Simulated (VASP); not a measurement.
# Al (Fmmm) in VASP: notebook

The runs below take Al through single point, with PBEsol.

Program: VASP 6.6.1. These are calculated values, not measurements. Logs are shortened: lines on timing, memory, paths and dates and some standing lists are left out, and cuts for length are marked.

## 1. The cell of the first run

Symmetry: Fmmm, No. 69, orthorhombic system. The conventional cell has a = 3.213 Å, b = 4.203 Å, c = 4.884 Å, α = 90.00°, β = 90.00°, γ = 90.00°. Within 3.5 Å of Al (site symmetry mmm) lie 14 Al at 2.65 to 3.22 Å.

## 2. Single point, PBEsol (strain -0.1500 x Voigt [0, 0, 0, 0, 0, 1])

Input file INCAR:

```
ALGO = Fast ; EDIFF = 1E-6
ENCUT = 520 ; GGA = PS
ISIF = 2 ; ISMEAR = 0
LASPH = True ; LCHARG = True
LELF = True ; LREAL = False
LVHAR = True ; LWAVE = False
NBANDS = 8 ; NELM = 100
PREC = Accurate ; SIGMA = 0.15
```

Input file KPOINTS:

```
k-points
0
Gamma
  26 26 26
```

Input file POSCAR:

```
Al
1.0
   -1.7269219292      1.7269219292      1.6064390039
    1.7269219292     -1.7269219292      1.6064390039
    1.4859560786      1.4859560786     -1.6064390039
Al
1
Direct
    0.0000000000      0.0000000000      0.0000000000
```

Potentials or basis: VASP PAW PBE potentials, release 64 (Al).

On the command line:

```sh
cat potpaw_PBE.64/Al/POTCAR > POTCAR
mpirun -np 1 vasp_std > vasp.out
```

OUTCAR:

```text
EDIFF = 1E-6
   ENCUT = 520
   GGA = PS
   ISIF = 2
   ISMEAR = 0
   LASPH = True
   LREAL = False
   NELM = 100
   PREC = Accurate

 ion  position               nearest neighbor table
   1  0.000  0.000  0.000-

  LATTYP: Found a face centered orthorhombic cell.
 ALAT       =     3.2128780078
 B/A-ratio  =     1.3081475452
 C/A-ratio  =     1.5202795796

  Lattice vectors:

 A1 = (  -0.2409658506,   3.2128780078,   0.0000000000)
 A2 = (  -1.7269219292,   1.7269219292,   1.6064390039)
 A3 = (   1.4859560786,   1.4859560786,   1.6064390039)

Analysis of symmetry for initial positions (statically):
=====================================================================
 Subroutine PRICEL returns:
 Original cell was already a primitive cell.

 Routine SETGRP: Setting up the symmetry group for a
 face centered orthorhombic supercell.

 Subroutine GETGRP returns: Found  8 space group operations
 (whereof  8 operations were pure point group operations)
 out of a pool of  8 trial point group operations.

The static configuration has the point symmetry D_2h.

Analysis of symmetry for dynamics (positions and initial velocities):
=====================================================================
 Subroutine PRICEL returns:
 Original cell was already a primitive cell.

 Routine SETGRP: Setting up the symmetry group for a
 face centered orthorhombic supercell.

 Subroutine GETGRP returns: Found  8 space group operations
 (whereof  8 operations were pure point group operations)
 out of a pool of  8 trial point group operations.

The dynamic configuration has the point symmetry D_2h.

 Subroutine INISYM returns: Found  8 space group operations
 (whereof  8 operations are pure point group operations),
 and found     1 'primitive' translations

----------------------------------------------------------------------------------------

                                     Primitive cell

  volume of cell :      16.4893

  direct lattice vectors                    reciprocal lattice vectors
    -1.726921929  1.726921929  1.606439004     0.023475607  0.313008093  0.311247423
     1.726921929 -1.726921929  1.606439004     0.313008093  0.023475607  0.311247423
     1.485956079  1.485956079 -1.606439004     0.336483700  0.336483700  0.000000000

  length of vectors
     2.923211414  2.923211414  2.645142191     0.442040868  0.442040868  0.475859813

  position of ions in fractional coordinates (direct lattice)
     0.000000000  0.000000000  0.000000000

  ion indices of the primitive-cell ions
   primitive index   ion index
                 1           1

----------------------------------------------------------------------------------------

 KPOINTS: k-points

Automatic generation of k-mesh.
 Grid dimensions read from file:
 generate k-points for:   26   26   26

 Generating k-lattice:

  Cartesian coordinates                     Fractional coordinates (reciprocal lattice)
     0.000902908  0.012038773  0.011971055     0.038461538  0.000000000  0.000000000
     0.012038773  0.000902908  0.011971055     0.000000000  0.038461538  0.000000000
     0.012941681  0.012941681  0.000000000     0.000000000  0.000000000  0.038461538

  Length of vectors
     0.017001572  0.017001572  0.018302300

  Shift w.r.t. Gamma in fractional coordinates (k-lattice)
     0.000000000  0.000000000  0.000000000

 Subroutine IBZKPT returns following result:
 ===========================================

 Found   2471 irreducible k-points:

 Following reciprocal coordinates:
            Coordinates               Weight
  0.000000  0.000000  0.000000      1.000000
  0.038462  0.000000  0.000000      8.000000
  0.076923  0.000000  0.000000      8.000000
  0.115385  0.000000  0.000000      8.000000
  0.153846 -0.000000  0.000000      8.000000
  0.192308  0.000000  0.000000      8.000000
[... 16 lines left out ...]
  0.346154  0.038462  0.000000      8.000000
  0.384615  0.038462  0.000000      8.000000
 [... further k-points ...]
   k-points           NKPTS =   2471   k-points in BZ     NKDIM =   2471   number of bands    NBANDS=      8
   number of dos      NEDOS =    301   number of ions     NIONS =      1
   total plane-waves  NPLWV =  11520
   dimension x,y,z NGX =    24 NGY =   24 NGZ =   20
   dimension x,y,z NGXF=    48 NGYF=   48 NGZF=   40
   ions per type =               1
   NGX,Y,Z   is equivalent  to a cutoff of  13.65, 13.65, 12.57 a.u.
   NGXF,Y,Z  is equivalent  to a cutoff of  27.30, 27.30, 25.14 a.u.
 SYSTEM =  unknown system
   PREC   = accura    normal or accurate (medium, high low for compatibility)
   ISTART =      0    job   : 0-new  1-cont  2-samecut
   ICHARG =      2    charge: 1-file 2-atom 10-const
   ISPIN  =      1    spin polarized calculation?
   LNONCOLLINEAR =      F non collinear calculations
   LSORBIT =      F    spin-orbit coupling
   LASPH  =      T    aspherical Exc in radial PAW
   ENCUT  =  520.0 eV  38.22 Ry    6.18 a.u.   5.44  5.44  4.92*2*pi/ulx,y,z
   NELM   =    100;   NELMIN=  2; NELMDL= -5     # of ELM steps
   EDIFF  = 0.1E-05   stopping-criterion for ELM
   LREAL  =      F    real-space projection
   EDIFFG = 0.1E-04   stopping-criterion for IOM
   NSW    =      0    number of steps for IOM
   IBRION =     -1    ionic relax: 0-MD 1-quasi-New 2-CG
   NFREE  =      0    steps in history (QN), initial steepest desc. (CG)
   ISIF   =      2    stress and relaxation
   ISYM   =      2    0-nonsym 1-usesym 2-fastsym
   POTIM  = 0.5000    time-step for ionic-motion
   TEBEG  =    0.0;   TEEND  =   0.0 temperature during run
   PSTRESS=    0.0 pullay stress
   NELECT =       3.0000    total number of electrons
   NUPDOWN=      -1.0000    fix difference up-down
   EMIN   =  10.00;   EMAX   =-10.00  energy-range for DOS
   EFERMI =   0.00;   METHOD = LEGACY
   ISMEAR =     0;   SIGMA  =   0.15  broadening in eV -4-tet -1-fermi 0-gaus
   EFERMI_NEDOS =   21; number of points for ismear=-14 and -15
   IALGO  =     68    algorithm
   IMIX   =      4    mixing-type and parameters
     AMIX     =   0.40;   BMIX     =  1.00
     AMIX_MAG =   1.60;   BMIX_MAG =  1.00
  volume/ion in A,a.u.               =      16.49       111.28
  Fermi-wavevector in a.u.,A,eV,Ry     =   0.927643  1.752991 11.708110  0.860522
  Thomas-Fermi vector in A             =   2.053735
   LORBIT       =      0    0 simple, 1 ext, 2 COOP (PROOUT), +10 PAW based schemes
   GGA     = PS    functional components
   LHFCALC =     F    Hartree Fock is set to
   AEXX    =    0.0000 exact exchange contribution
   IVDW    =     0    specifies the selected vdW correction
   LEPSILON=     F    determine dielectric tensor
   LRPA    =     F    only Hartree local field effects (RPA)
 non-spin polarized calculation
 RMM-DIIS sequential band-by-band and
 Gauss-broadening in eV      SIGMA  =   0.15
  energy-cutoff  :      520.00
  volume of cell :       16.49
 maximum number of plane-waves:       464
 NGX is ok and might be reduce to    24
   NGX = 11   NGY = 11   NGZ =  9

 number of electron       3.0000000 magnetization

 Free energy of the ion-electron system (eV)
  ---------------------------------------------------
  ext. energy  EPLUGINS =         0.00000000
  ---------------------------------------------------
  free energy    TOTEN  =        -3.94195659 eV

  energy without entropy =       -3.93717744  energy(sigma->0) =       -3.93956701

 E-fermi :   7.9302     XC(G=0): -10.2548

 val. band max:        7.9300134678   @ k =  -0.2308  -0.3077   0.0769
 cond. band min:       7.9314035648   @ k =  -0.1154   0.3462   0.1923
 fundamental gap:      0.0013900970
 Fermi energy:         7.9301551399

 k-point     1 :       0.0000    0.0000    0.0000
  band No.  band energies     occupation
      1      -3.1827      2.00000
      2      19.3965      0.00000
      3      19.8066      0.00000
      4      20.2669      0.00000
      5      22.3379      0.00000
      6      22.7595      0.00000
      7      23.4804      0.00000
      8      24.4151      0.00000

 k-point     2 :       0.0385    0.0000    0.0000
  band No.  band energies     occupation
      1      -3.1399      2.00000
      2      18.8534      0.00000
      3      19.8896      0.00000
      4      20.3163      0.00000
      5      21.9396      0.00000
      6      22.8881      0.00000
      7      23.5569      0.00000
      8      24.1822      0.00000

 k-point     3 :       0.0769    0.0000    0.0000
  band No.  band energies     occupation
      1      -3.0116      2.00000
      2      18.1746      0.00000
      3      18.9247      0.00000
      4      20.5071      0.00000
      5      21.6825      0.00000
      6      22.6048      0.00000
      7      23.7278      0.00000
      8      24.4480      0.00000

 k-point     4 :       0.1154    0.0000    0.0000
  band No.  band energies     occupation
      1      -2.7982      2.00000
      2      17.4340      0.00000
      3      17.7063      0.00000
      4      19.8940      0.00000
      5      22.0462      0.00000
      6      22.2644      0.00000
      7      23.9418      0.00000
      8      24.9655      0.00000

 k-point     5 :       0.1538   -0.0000    0.0000
  band No.  band energies     occupation
      1      -2.4999      2.00000
      2      16.0522      0.00000
      3      17.0288      0.00000
      4      19.1725      0.00000
      5      21.6093      0.00000
      6      22.7327      0.00000
      7      24.0604      0.00000
      8      24.9861      0.00000
[... 177 lines left out ...]
 k-point    22 :       0.3077    0.0385    0.0000
  band No.  band energies     occupation
      1      -0.0473      2.00000
      2       9.3246      0.00000
      3      15.2157      0.00000
      4      16.7238      0.00000
      5      20.2300      0.00000
      6      21.0506      0.00000
      7      26.2896      0.00000
      8      26.8482      0.00000

 k-point    23 :       0.3462    0.0385    0.0000
  band No.  band energies     occupation
      1       0.7088      2.00000
      2       7.9878      0.58692
      3      14.8086      0.00000
      4      16.5267      0.00000
      5      20.0113      0.00000
      6      20.7693      0.00000
      7      26.8998      0.00000
      8      27.6517      0.00000

 k-point    24 :       0.3846    0.0385    0.0000
  band No.  band energies     occupation
      1       1.5424      2.00000
      2       6.7193      2.00000
      3      14.4696      0.00000
      4      16.4051      0.00000
      5      19.8257      0.00000
      6      20.5813      0.00000
      7      27.5268      0.00000
      8      28.4259      0.00000

 [... further k-points ...]

------------------------ aborting loop because EDIFF is reached ----------------------------------------

  FORCE on cell =-STRESS in cart. coord.  units (eV):
  Direction    XX          YY          ZZ          XY          YZ          ZX
  --------------------------------------------------------------------------------------
  -------------------------------------------------------------------------------------
  Total        0.2304842      0.2304842      0.2687744      0.7417882      0.0000000      0.0000000
  in kB       22.3948834     22.3948834     26.1153320     72.0754928      0.0000000      0.0000000
  external PRESSURE =      23.6350330 kB  Pullay stress =       0.0000000 kB

 VOLUME and BASIS-vectors are now :
 -----------------------------------------------------------------------------
  energy-cutoff  :      520.00
  volume of cell :       16.49
      direct lattice vectors                 reciprocal lattice vectors
    -1.726921929  1.726921929  1.606439004     0.023475607  0.313008093  0.311247423
     1.726921929 -1.726921929  1.606439004     0.313008093  0.023475607  0.311247423
     1.485956079  1.485956079 -1.606439004     0.336483700  0.336483700  0.000000000

 POSITION                                       TOTAL-FORCE (eV/Angst)
 -----------------------------------------------------------------------------------
      0.00000      0.00000      0.00000         0.000000      0.000000      0.000000
 -----------------------------------------------------------------------------------
    total drift:                                0.000000      0.000000     -0.000000

  FREE ENERGIE OF THE ION-ELECTRON SYSTEM (eV)
  ---------------------------------------------------
  free  energy   TOTEN  =        -3.9419565850 eV

  energy  without entropy=       -3.9371774400  energy(sigma->0) =       -3.93956701
```

Run time: 91 s. Hardware: 1 thread of Intel Xeon 6975P-C (Granite Rapids), shared host; peak memory 0.37 GiB.

What came out:

* Free energy: -3.9420 eV
* Pressure: 2.4 GPa
* Band gap on the k mesh: zero (an odd number of electrons rules out a gap without spin polarisation)

Levels at points of the mesh, in eV from the Fermi level:
| k point | band 1 | band 2 | band 3 | band 4 |
| --- | --- | --- | --- | --- |
| (0.00, 0.00, 0.00) | -11.11 | 11.47 | 11.88 | 12.34 |
| (0.50, 0.00, 0.00) | -4.30 | -3.80 | 6.98 | 7.58 |
| (0.50, 0.50, 0.00) | -5.19 | -4.88 | 8.66 | 9.65 |
| (0.00, 0.00, 0.50) | -3.51 | -2.35 | 6.75 | 7.90 |
| (0.50, 0.50, 0.50) | 1.38 | 1.81 | 2.79 | 2.95 |

Caveat: the cell differs from its parent crystal (strain -0.1500 x Voigt [0, 0, 0, 0, 0, 1]); the PAW data sets were made with another functional, which shifts forces and pressure a little.

## 3. Single point, PBEsol (strain +0.1312 x Voigt [0, 0, 0, 0, 0, 1])

Input file INCAR:

```
PREC = Accurate
ENCUT = 520
EDIFF = 1E-7
ISMEAR = 0
SIGMA = 0.15
LREAL = False
LASPH = True
NELM = 80
ALGO = Fast
ISIF = 2
LWAVE = False
LCHARG = False
GGA = PS
NBANDS = 8
```

Input file KPOINTS:

```
Automatic mesh
0
Gamma
  26 26 26
```

Input file POSCAR:

```
Al
1.0
   -1.5010566052      1.5010566052      1.6064390039
    1.5010566052     -1.5010566052      1.6064390039
    1.7118214026      1.7118214026     -1.6064390039
Al
1
Direct
    0.0000000000      0.0000000000      0.0000000000
```

Potentials or basis: VASP PAW PBE potentials, release 64 (Al).

On the command line:

```sh
cat potpaw_PBE.64/Al/POTCAR > POTCAR
mpirun -np 1 vasp_std > vasp.out
```

Wall time 1.9 min (1 thread of Intel Xeon 6975P-C (Granite Rapids), shared host); peak memory 0.37 GiB.

It converged, with:

- Free energy: -3.9554 eV
- Pressure: 1.8 GPa
- Band gap on the k mesh: zero (an odd number of electrons rules out a gap without spin polarisation)

Stress tensor (GPa, compression positive):
```
 1.68 -6.33  0.00
-6.33  1.68  0.00
 0.00  0.00  2.01
```

Levels at points of the mesh, in eV from the Fermi level:
| k point | band 1 | band 2 | band 3 | band 4 |
| --- | --- | --- | --- | --- |
| (0.00, 0.00, 0.00) | -11.11 | 11.76 | 12.25 | 12.43 |
| (0.50, 0.00, 0.00) | -4.30 | -3.81 | 7.16 | 7.70 |
| (0.50, 0.50, 0.00) | -3.62 | -2.55 | 6.91 | 7.94 |
| (0.00, 0.00, 0.50) | -5.03 | -4.82 | 8.60 | 9.44 |
| (0.50, 0.50, 0.50) | 1.41 | 1.82 | 2.64 | 2.95 |

Caveat: the cell differs from its parent crystal (strain +0.1312 x Voigt [0, 0, 0, 0, 0, 1]); the PAW data sets were made with another functional, which shifts forces and pressure a little.

## 4. Single point, PBEsol (strain +0.1125 x Voigt [0, 0, 0, 0, 0, 1])

Input file INCAR:

```
PREC     = Accurate       # precision mode
ENCUT    = 520            # plane-wave cutoff, eV
EDIFF    = 1E-6           # SCF threshold, eV
ISMEAR   = 0              # smearing method
SIGMA    = 0.15           # smearing width, eV
LREAL    = F              # projectors in reciprocal space
LASPH    = T              # aspherical terms in the spheres
NELM     = 60             # most SCF steps
ALGO     = Fast           # electronic algorithm
ISIF     = 2              # what is computed and relaxed
LWAVE    = F              # write WAVECAR
LCHARG   = F              # write CHGCAR
GGA      = PS             # functional
NBANDS   = 8              # bands
```

Input file KPOINTS:

```
regular mesh
0
Gamma
  26 26 26
```

Input file POSCAR:

```
Al
1.0
   -1.5160768099      1.5160768099      1.6064390039
    1.5160768099     -1.5160768099      1.6064390039
    1.6968011979      1.6968011979     -1.6064390039
Al
1
Direct
    0.0000000000      0.0000000000      0.0000000000
```

On the command line:

```sh
cat potpaw_PBE.64/Al/POTCAR > POTCAR
mpirun -np 1 vasp_std > vasp.out
```

Run time: 1.7 min. Hardware: 1 thread of Intel Xeon 6975P-C (Granite Rapids), shared host; peak memory 0.37 GiB.

It converged, with:

| Item | Value |
| --- | --- |
| Free energy | -3.9668 eV |
| Pressure | 1.3 GPa |
| Band gap on the k mesh | zero (an odd number of electrons rules out a gap without spin polarisation) |

Stress tensor (GPa, compression positive):
```
 1.23 -5.20  0.00
-5.20  1.23  0.00
 0.00  0.00  1.49
```

Levels at points of the mesh, in eV from the Fermi level:
| k point | band 1 | band 2 | band 3 | band 4 |
| --- | --- | --- | --- | --- |
| (0.00, 0.00, 0.00) | -11.11 | 12.05 | 12.52 | 12.63 |
| (0.50, 0.00, 0.00) | -4.30 | -3.83 | 7.34 | 7.82 |
| (0.50, 0.50, 0.00) | -3.73 | -2.75 | 7.08 | 7.98 |
| (0.00, 0.00, 0.50) | -4.87 | -4.75 | 8.54 | 9.24 |
| (0.50, 0.50, 0.50) | 1.45 | 1.83 | 2.51 | 2.96 |

Caveat: the cell differs from its parent crystal (strain +0.1125 x Voigt [0, 0, 0, 0, 0, 1]); the PAW data sets were made with another functional, which shifts forces and pressure a little.

## 5. The runs side by side

| cell | further INCAR settings | gap on the mesh (eV) | pressure (GPa) |
| --- | --- | --- | --- |
| a = 2.923, b = 2.923, c = 2.645 Å, angles 109.5, 109.5, 113.3°, 1 atom | ALGO = Fast; EDIFF = 1e-06; NBANDS = 8 | none | 2.4 |
| a = 2.662, b = 2.662, c = 2.905 Å, angles 109.5, 109.5, 105.8°, 1 atom | ALGO = Fast; EDIFF = 1e-07; NBANDS = 8 | none | 1.8 |
| a = 2.679, b = 2.679, c = 2.888 Å, angles 109.5, 109.5, 106.3°, 1 atom | ALGO = Fast; EDIFF = 1e-06; NBANDS = 8 | none | 1.3 |

Alike in all rows: task single point; level PBEsol; potentials or basis VASP PAW PBE potentials, release 64 (Al); no spin polarisation; k mesh 26 × 26 × 26; cutoff (eV) 520; smearing gaussian 0.15 eV.

Caveats: the PAW data sets were made with another functional, which shifts forces and pressure a little.

Total energies depend on the potentials used, so only differences within one code and one set of settings carry meaning.
